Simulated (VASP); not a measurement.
Ge, 4 atoms in the cell. It takes space group P6_3/mmc (No. 194, hexagonal). Conventional cell: a = 3.960 Å, b = 3.960 Å, c = 6.549 Å, α = 90.00°, β = 90.00°, γ = 120.00°. Ge (site symmetry 3m) has 4 Ge at 2.43 to 2.45 Å within 3.2 Å. 

```yaml
Program: VASP 6.6.1
Task: single point
Functional: r2SCAN
Potentials_or_basis: VASP PAW PBE potentials, release 64 (Ge_d)
Cutoff: 520 eV
k_mesh: 12 × 12 × 6
Occupations: gaussian, width 0.01 eV
Spin: no spin polarisation
Dipole_correction: no
Further_INCAR_settings: ALGO = Normal; EDIFF = 1e-06; NBANDS = 36
```

Potentials or basis: VASP PAW PBE potentials, release 64 (Ge_d).

The run is started by

```bash
$ cat potpaw_PBE.64/Ge_d/POTCAR > POTCAR
$ cp INCAR.step1 INCAR
$ mpirun -np 1 vasp_std > vasp.out
$ cp INCAR.step2 INCAR
$ mpirun -np 1 vasp_std > vasp.out
```

Hardware: 1 thread of Intel(R) Xeon(R) 6975P-C (Granite Rapids), on a shared host.

**Question.** Estimate the wall time of this run.

**Answer.** Wall time 7 min on 1 thread of Intel(R) Xeon(R) 6975P-C (Granite Rapids), with other jobs on the host, peak memory 0.32 GiB. Counts: k points 76.
